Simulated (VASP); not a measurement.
The system is CdF2.

```
CELL_PARAMETERS angstrom
0.00000 2.69400 2.69400
2.69400 0.00000 2.69400
2.69400 2.69400 0.00000
ATOMIC_POSITIONS crystal
Cd 0.00000 0.00000 0.00000
F 0.75000 0.75000 0.75000
F 0.25000 0.25000 0.25000
```

Base run:

```yaml
Program: VASP 6.6.1
Functional: PBE
Potentials_or_basis: VASP PAW PBE potentials, release 64 (Cd, F)
Cutoff: 520 eV
k_mesh: 5 × 5 × 5
Occupations: fermi-dirac, width 0.05 eV
Spin: no spin polarisation
```

Its results: band gap on the k mesh 3.15 eV (least direct gap 3.57 eV); pressure 6.2 GPa.

Task: After a change of settings the same cell gave: band gap on the k mesh 3.22 eV (least direct gap 3.62 eV); pressure 9.4 GPa. Which change was it?
A. functional from PBE to PBEsol-based global hybrid with 25 % exact exchange
B. functional from PBE to RPBE
C. functional from PBE to PBEsol
D. functional from PBE to BLYP

Result: D.

BLYP binds less tightly than PBE, so the same cell stands under more pressure.

Caveats: the cell stands under pressure; an odd mesh through Γ misses points on the zone boundary, where band edges can lie; the PAW data sets were made with another functional, which shifts forces and pressure a little (at least some runs).
